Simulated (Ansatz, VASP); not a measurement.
# GaP in VASP and in Ansatz

File INCAR:

```
SYSTEM = GaP
  PREC = Accurate
  ENCUT = 520
  EDIFF = 1E-7
  ISMEAR = -1
  SIGMA = 0.05
  LREAL = .False.
  LASPH = .True.
  NELM = 60
  ALGO = Normal
  ISIF = 2
  LWAVE = .False.
  LCHARG = .False.
  NBANDS = 26
```

The input KPOINTS:

```
Automatic mesh
0
Gamma
  8 8 8
  0 0 0
```

File POSCAR:

```
GaP
1.0
    1.9167549946      1.1066390121      6.3438966068
   -1.9167549946      1.1066390121      6.3438966068
    0.0000000000     -2.2132780241      6.3438966068
Ga P
2 2
Direct
    0.5646280000      0.5646280000      0.5646280000
    0.4353720000      0.4353720000      0.4353720000
    0.9426110000      0.9426110000      0.9426110000
    0.0573890000      0.0573890000      0.0573890000
```

Contents of input.yaml:

```yaml
crystal:
  lattice:
    - [1.9167549946, 1.1066390121, 6.3438966068]
    - [-1.9167549946, 1.1066390121, 6.3438966068]
    - [0.0, -2.2132780241, 6.3438966068]
  atoms:
    - { symbol: Ga, position: [0.564628, 0.564628, 0.564628] }
    - { symbol: Ga, position: [0.435372, 0.435372, 0.435372] }
    - { symbol: P, position: [0.942611, 0.942611, 0.942611] }
    - { symbol: P, position: [0.057389, 0.057389, 0.057389] }
kpoints:
  mp_grid: { grid: [8, 8, 8] }
scf:
  occupations: { method: fermi_dirac, width: 0.05 }
hamiltonian:
  xc: lda
  pseudopotentials: { kind: all_electron, lapw: { basis_error: 0.002 } }
output:
  forces: true
  stress: true
  eigenvalues: true
```

Change from the starting cell: volume scaled by 0.96.

Alike in both runs: task single point; functional LDA; k mesh 8 × 8 × 8; occupations fermi-dirac, width 0.05 eV; no spin polarisation.

|  | VASP | Ansatz |
| --- | --- | --- |
| version | VASP 6.6.1 | Ansatz 0.2.0 |
| potentials or method | VASP PAW LDA potentials, release 64 (Ga_d, P), cutoff 520 eV | all-electron LAPW, scalar-relativistic |

Ansatz gave:

```
gap on the k mesh at the Fermi level (eV)                     : 0.72
least direct gap on the mesh (eV)                             : 1.02
pressure (GPa)                                                : -2.0
traceless stress, the component that is largest in VASP (GPa) : 0.53
rms of the force components (eV/Å)                            : 0.107
```

Q: What did VASP give for the same quantities?

A: gap on the k mesh at the Fermi level (eV): 0.73; least direct gap on the mesh (eV): 1.03; pressure (GPa): -1.9; traceless stress, the component that is largest in VASP (GPa): 0.48; rms of the force components (eV/Å): 0.092.

LDA's correlation is that of Perdew and Zunger in VASP and of Perdew and Wang (1992) in Ansatz. Atom by atom the forces differ by 0.016 eV/Å (rms over components). Ansatz ran all-electron here, and VASP with PAW potentials.
